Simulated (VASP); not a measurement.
Crystal: Ge2Sb2Te5.

```xyz
9
Lattice="4.2941 0.0000 0.0000 -2.1470 3.7188 0.0000 0.0000 0.0000 17.1013" Properties=species:S:1:pos:R:3 pbc="T T T"
Te    2.1470    1.2396    7.1807
Te    0.0000    2.4792    9.9206
Te    0.0000    2.4792    3.4466
Te    2.1470    1.2396   13.6547
Te    0.0000    0.0000    0.0000
Sb    0.0000    0.0000    5.4736
Sb    0.0000    0.0000   11.6278
Ge    2.1470    1.2396    1.7596
Ge    0.0000    2.4792   15.3417
```

| Item | Value |
| --- | --- |
| Program | VASP 6.6.1 |
| Task | relaxation of cell and atoms |
| Functional | PBEsol |
| Potentials or basis | VASP PAW PBE potentials, release 64 (Te, Sb, Ge_d) |
| Cutoff | 600 eV |
| k mesh | 7 × 7 × 2 |
| Occupations | fermi-dirac, width 0.05 eV |
| Spin | no spin polarisation |

At the start: pressure -2.2 GPa; volume 30.34 Å³/atom.

Q: How do energy, volume and symmetry change on relaxing?

A: Over 22 steps the energy falls by 10.9 meV/atom and the volume is 29.00 Å³/atom (-4.4 %); space group P-3m1 (No. 164, to 0.1 Å) before and after.

Step by step:
```tsv
step	energy change (eV)	largest force (eV/Å)	pressure (GPa)	volume (Å³)
1	0.0000	0.1018	-2.16	273.09
2	-0.0685	0.3173	0.99	257.24
3	-0.0820	0.2177	0.03	261.59
4	-0.0889	0.1027	0.04	261.01
5	-0.0920	0.1062	0.17	260.38
6	-0.0930	0.0799	-0.24	261.55
7	-0.0930	0.0865	-0.16	261.26
8	-0.0947	0.0611	-0.13	261.02
9	-0.0964	0.0624	-0.01	260.43
10	-0.0968	0.0434	0.01	260.29
11	-0.0971	0.0301	0.03	260.08
12	-0.0972	0.0361	-0.02	260.35
13	-0.0973	0.0454	-0.09	260.75
14	-0.0974	0.0434	-0.09	260.76
15	-0.0976	0.0378	-0.07	260.78
16	-0.0979	0.0260	-0.06	260.81
17	-0.0982	0.0147	0.00	260.87
18	-0.0983	0.0174	0.01	260.91
19	-0.0983	0.0173	0.01	260.91
20	-0.0983	0.0148	0.00	260.99
21	-0.0983	0.0109	-0.02	261.09
22	-0.0983	0.0069	0.01	260.99
```

Final structure:
```yaml
crystal:
  lattice:
    - [4.22489, 0.00000, 0.00000]
    - [-2.11245, 3.65887, 0.00000]
    - [0.00000, 0.00000, 16.88343]
  atoms:
    - { symbol: Te, position: [0.66667, 0.33333, 0.41896] }
    - { symbol: Te, position: [0.33333, 0.66667, 0.58104] }
    - { symbol: Te, position: [0.33333, 0.66667, 0.19844] }
    - { symbol: Te, position: [0.66667, 0.33333, 0.80156] }
    - { symbol: Te, position: [0.00000, 0.00000, 0.00000] }
    - { symbol: Sb, position: [0.00000, 0.00000, 0.31691] }
    - { symbol: Sb, position: [0.00000, 0.00000, 0.68309] }
    - { symbol: Ge, position: [0.66667, 0.33333, 0.10043] }
    - { symbol: Ge, position: [0.33333, 0.66667, 0.89957] }
```

Caveat: the PAW data sets were made with another functional, which shifts forces and pressure a little.
